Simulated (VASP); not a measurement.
The system is Al.

```
Al
1.0
    -5.51321    0.11796    0.07467
     2.85880   -4.83934   -0.10563
    -0.07531    0.07950    5.61559
Al
8
Direct
  0.00596 0.01005 0.24625
  0.99714 0.00213 0.74297
  0.49915 0.49821 0.23844
  0.49890 0.50390 0.74806
  0.00284 0.50082 0.24599
  0.00878 0.50579 0.76125
  0.48599 0.99817 0.25797
  0.50124 0.98092 0.75906
```

* Program: VASP 6.6.1
* Task: relaxation of cell and atoms
* Functional: PBE
* Potentials or basis: VASP PAW PBE potentials, release 64 (Al)
* Cutoff: 600 eV
* k mesh: 4 × 4 × 4
* Occupations: gaussian, width 0.2 eV
* Spin: no spin polarisation

At the start: pressure 1.4 GPa; volume 18.48 Å³/atom.

Question: Where does the relaxation end?

Answer: Over 34 steps the energy falls by 230.5 meV/atom and the volume is 16.53 Å³/atom (-10.6 %); space group P1 (No. 1, to 0.1 Å) before, Fm-3m (No. 225, to 0.1 Å).

Step by step:
```tsv
step	energy change (eV)	largest force (eV/Å)	pressure (GPa)	volume (Å³)
1	0.0000	0.7677	1.41	147.88
2	-0.1209	0.3527	-0.54	151.36
3	-0.1389	0.1765	-1.53	153.52
4	-0.2344	0.1898	-0.72	150.85
5	-0.3225	0.9154	2.57	142.51
6	-0.3466	0.5983	1.37	145.32
7	-0.3986	0.6346	1.22	145.00
8	-0.5360	0.7092	0.84	143.73
9	-1.0072	0.7943	0.15	139.73
10	0.9505	4.1002	14.65	125.44
11	-1.0819	0.7377	0.22	138.55
12	-1.0867	0.7592	0.34	138.11
13	-1.2139	0.4240	-0.68	138.50
14	-1.2873	0.4504	-1.53	138.84
15	-1.4164	0.5685	-1.23	137.02
16	-1.4761	1.0460	1.71	130.91
17	-1.5277	0.8018	-0.09	133.86
18	-1.6762	0.6493	0.09	132.60
19	-1.7127	0.5672	0.41	131.88
20	-1.7423	0.3997	1.38	130.34
21	-1.7436	0.4298	1.15	130.67
22	-1.7983	0.2669	-0.33	132.96
23	-1.8126	0.1383	-1.51	134.91
24	-1.8255	0.1187	-0.41	132.93
25	-1.8279	0.1143	-0.74	133.50
26	-1.8361	0.0990	0.36	131.67
27	-1.8362	0.1002	0.27	131.81
28	-1.8391	0.0784	0.12	132.04
29	-1.8408	0.0598	-0.10	132.39
30	-1.8427	0.0426	-0.04	132.28
31	-1.8429	0.0364	-0.01	132.25
32	-1.8437	0.0257	0.04	132.15
33	-1.8437	0.0256	0.04	132.15
34	-1.8439	0.0156	-0.03	132.25
```

Final structure:
```
Al
1.0
    -5.55477   -0.14530    1.56861
     2.80432   -4.81001   -1.52284
    -1.58802    0.93192    5.46972
Al
8
Direct
  0.99903 0.99934 0.25061
  0.00090 0.99961 0.75025
  0.49871 0.49974 0.25017
  0.50048 0.50025 0.75004
  0.00016 0.50062 0.24929
  0.99994 0.49945 0.74976
  0.50061 0.00116 0.24985
  0.50018 0.99983 0.75003
```
